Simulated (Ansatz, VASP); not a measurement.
**Sb3As: VASP beside Ansatz**

INCAR

```
PREC = Accurate
ENCUT = 600
EDIFF = 1E-6
ISMEAR = 0
SIGMA = 0.1
LREAL = False
LASPH = True
NELM = 100
ALGO = Normal
ISIF = 3
LWAVE = False
LCHARG = False
GGA = PE
IBRION = 2
NSW = 90
EDIFFG = -0.04
```

KPOINTS

```
regular mesh
0
Gamma
  6 6 4
```

Contents of POSCAR:

```
Sb3As
1.0
    3.7055091125      0.0000000000      0.0000000000
    0.0000000000      3.7055091125      0.0000000000
    0.0000000000      0.0000000000      7.4398555926
Sb As
3 1
Direct
    0.5000000000      0.5000000000      0.2353725431
    0.5000000000      0.5000000000      0.7646274569
    0.0000000000      0.0000000000      0.5000000000
    0.0000000000      0.0000000000      0.0000000000
```

Input for Ansatz:

```yaml
crystal:
  lattice:
    - [3.7055091125, 0.0, 0.0]
    - [0.0, 3.7055091125, 0.0]
    - [0.0, 0.0, 7.4398555926]
  atoms:
    - { symbol: Sb, position: [0.5, 0.5, 0.2353725431] }
    - { symbol: Sb, position: [0.5, 0.5, 0.7646274569] }
    - { symbol: Sb, position: [0.0, 0.0, 0.5] }
    - { symbol: As, position: [0.0, 0.0, 0.0] }
basis:
  ecutwfc: 420
kpoints:
  mp_grid: { grid: [6, 6, 4] }
hamiltonian:
  xc: pbe
scf:
  occupations: { method: gaussian, width: 0.1 }
  lower_state_search: "off"
output:
  forces: true
  stress: true
  eigenvalues: true
relax:
  adjacent_minimum: "off"
  f_tol: 0.04
  max_steps: 70
  cell: { stress_tol: 0.4 }
```

Change from the starting cell: species swapped into the HgPb3 type (P4/mmm, No. 123).

Alike in both runs: task relaxation of cell and atoms; functional PBE; k mesh 6 × 6 × 4; occupations gaussian, width 0.1 eV; no spin polarisation.

```csv
,VASP,Ansatz
version,VASP 6.6.1,Ansatz 0.2.0
potentials or method,"VASP PAW PBE potentials, release 64 (Sb, As), cutoff 600 eV","scalar-relativistic, plane waves, PAW"
valence electrons in the cell,20,60
```

VASP gave:

- gap on the k mesh at the Fermi level, each at its own relaxed structure (eV): none
- relaxed volume (Å³/atom): 25.10
- relaxed length of the cell vector where the two differ most in proportion (Å): 7.233

Q: Which values does Ansatz return?

A: gap on the k mesh at the Fermi level, each at its own relaxed structure (eV): none; relaxed volume (Å³/atom): 25.13; relaxed length of the cell vector where the two differ most in proportion (Å): 7.303.

A gap of «none» marks a metal or a gap that the smearing closes. VASP's potentials hold 20 valence electrons a cell and Ansatz's 60, so a difference there can come from the potentials and not from the codes.

Neither program's run includes spin-orbit coupling.
